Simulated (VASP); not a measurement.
Crystal: Cs3LiCd.

```
Cs Li Cd
1.0
     5.86386    0.00000    0.00000
     0.00000    5.86386    0.00000
     0.00000    0.00000    5.86386
Cs Li Cd
3 1 1
Direct
  0.00000 0.50000 0.50000
  0.50000 0.00000 0.50000
  0.50000 0.50000 0.00000
  0.50000 0.50000 0.50000
  0.00000 0.00000 0.00000
```

The cell was generated, and may not be a known phase.

| Item | Value |
| --- | --- |
| Program | VASP 6.6.1 |
| Task | relaxation of cell and atoms |
| Functional | PBE |
| Potentials or basis | VASP PAW PBE potentials, release 64 (Cs_sv, Li_sv, Cd) |
| Cutoff | 600 eV |
| k mesh | 4 × 4 × 4 |
| Occupations | gaussian, width 0.1 eV |
| Spin | no spin polarisation |

At the start: pressure 5.0 GPa; volume 40.33 Å³/atom.

Question: How do energy, volume and symmetry change on relaxing?

Answer: Over 4 steps the energy falls by 373.7 meV/atom and the volume is 75.05 Å³/atom (+86.1 %); space group Pm-3m (No. 221, to 0.1 Å) before and after.

The path:
| step | energy change (eV) | largest force (eV/Å) | pressure (GPa) | volume (Å³) |
| --- | --- | --- | --- | --- |
| 1 | 0.0000 | 0.0000 | 4.97 | 201.63 |
| 2 | -0.9098 | 0.0000 | 2.78 | 240.42 |
| 3 | -1.7896 | 0.0000 | 0.58 | 332.01 |
| 4 | -1.8686 | 0.0000 | 0.04 | 375.27 |

Final structure:
```
Cs Li Cd
1.0
     7.21300    0.00000    0.00000
     0.00000    7.21300    0.00000
     0.00000    0.00000    7.21300
Cs Li Cd
3 1 1
Direct
  0.00000 0.50000 0.50000
  0.50000 0.00000 0.50000
  0.50000 0.50000 0.00000
  0.50000 0.50000 0.50000
  0.00000 0.00000 0.00000
```

Caveat: the cutoff is under 1.25 times the usual one of these potentials, so pressure, stress and relaxed cells hold a basis-set (Pulay) error; the volume moved by over 15 % at a fixed basis, so the end points are rough.
